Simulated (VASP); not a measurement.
The system is CdTe.

```xyz
2
Lattice="0.0000 3.3087 3.3087 3.3087 0.0000 3.3087 3.3087 3.3087 0.0000" Properties=species:S:1:pos:R:3 pbc="T T T"
Cd    0.0000    0.0000    0.0000
Te    1.6543    1.6543    1.6543
```

Base run:

- Program: VASP 6.6.1
- Functional: PBE0
- Potentials or basis: VASP PAW PBE potentials, release 64 (Cd, Te)
- Cutoff: 520 eV
- k mesh: 4 × 4 × 4
- Occupations: gaussian, width 0.01 eV
- Spin: no spin polarisation

Its results: band gap on the k mesh 2.03 eV; pressure -1.0 GPa.

The run is repeated on the same cell with these changes: functional from PBE0 to HF; share of exact exchange from 0.25 to 1. What comes out?

Band gap on the k mesh 6.56 eV; pressure 1.0 GPa.

Caveats: the PAW data sets were made with another functional, which shifts forces and pressure a little; spin-orbit coupling is left out, which moves the levels of the heavy elements.

